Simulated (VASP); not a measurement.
Here is a VASP 6.6.1 calculation.

Contents of INCAR:

```
SYSTEM = AlClF2
ALGO = Normal
EDIFF = 1E-6
ENCUT = 520
GGA = PE
ISIF = 2
ISMEAR = 0
LASPH = .True.
LCHARG = .True.
LELF = .True.
LREAL = .False.
LVHAR = .True.
LWAVE = .False.
NBANDS = 20
NELM = 80
PREC = Accurate
SIGMA = 0.1
```

Contents of KPOINTS:

```
k-points
0
Gamma
  6 6 4
  0 0 0
```

Contents of POSCAR:

```
AlClF2
1.0
    3.7318457000      0.0000000000      0.0000000000
   -1.8659228500      3.2318731800      0.0000000000
    0.0000000000      0.0000000000      6.8826750700
Al Cl F
1 1 2
Direct
    0.0000000000      0.0000000000      0.5000000000
    0.0000000000      0.0000000000      0.0000000000
    0.0000000000      0.0000000000      0.2679723400
    0.0000000000      0.0000000000      0.7320276600
```

Potentials or basis: VASP PAW PBE potentials, release 64 (Al, Cl, F).

Run with:

```sh
$ cat potpaw_PBE.64/Al/POTCAR potpaw_PBE.64/Cl/POTCAR potpaw_PBE.64/F/POTCAR > POTCAR
$ mpirun -np 1 vasp_std > vasp.out
```

(1) Predict the largest force.

(2) Predict the band gap on the k mesh.

(3) Estimate the pressure.

Answers

(1) 1.474 eV/Å.

(2) zero (bands 12 and 13 overlap by 0.43 eV).

(3) 16.0 GPa.

Caveat: the stress differs along the axes, from -2 to 52 GPa; semilocal functionals underestimate gaps, and a narrow one can read as zero; forces of over 1 eV/Å act on the atoms, so gaps and moduli don't describe the material at rest.
